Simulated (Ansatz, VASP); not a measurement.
## One calculation of Al2Cu, two programs

```
CELL_PARAMETERS angstrom
-3.02619 3.02619 2.40499
3.02619 -3.02619 2.40499
3.02619 3.02619 -2.40499
ATOMIC_POSITIONS crystal
Al 0.15872 0.65872 0.81744
Al 0.65872 0.84128 0.50000
Al 0.84128 0.34128 0.18256
Al 0.34128 0.15872 0.50000
Cu 0.75000 0.75000 0.00000
Cu 0.25000 0.25000 0.00000
```

Change from the starting cell: strain +0.000 along x and y, -0.015 along z, atoms carried along.

Alike in both runs: task single point; functional PBE; k mesh 12 × 12 × 12; occupations gaussian, width 0.15 eV; no spin polarisation.

|  | VASP | Ansatz |
| --- | --- | --- |
| version | VASP 6.6.1 | Ansatz 0.2.0 |
| potentials or method | VASP PAW PBE potentials, release 64 (Al, Cu), cutoff 520 eV | scalar-relativistic, plane waves, PAW |
| valence electrons in the cell | 34 | 50 |

```tsv
	VASP	Ansatz	Ansatz less VASP
gap on the k mesh at the Fermi level (eV)	none	none	-
pressure (GPa)	1.5	1.6	+0.09
traceless stress, the component that is largest in VASP (GPa)	1.08	1.06	-0.019
rms of the force components (eV/Å)	0.033	0.031	-0.0016
```

Atom by atom the forces differ by 0.002 eV/Å (rms over components). A gap of «none» marks a metal or a gap that the smearing closes. VASP's potentials hold 34 valence electrons a cell and Ansatz's 50, so a difference there can come from the potentials and not from the codes.
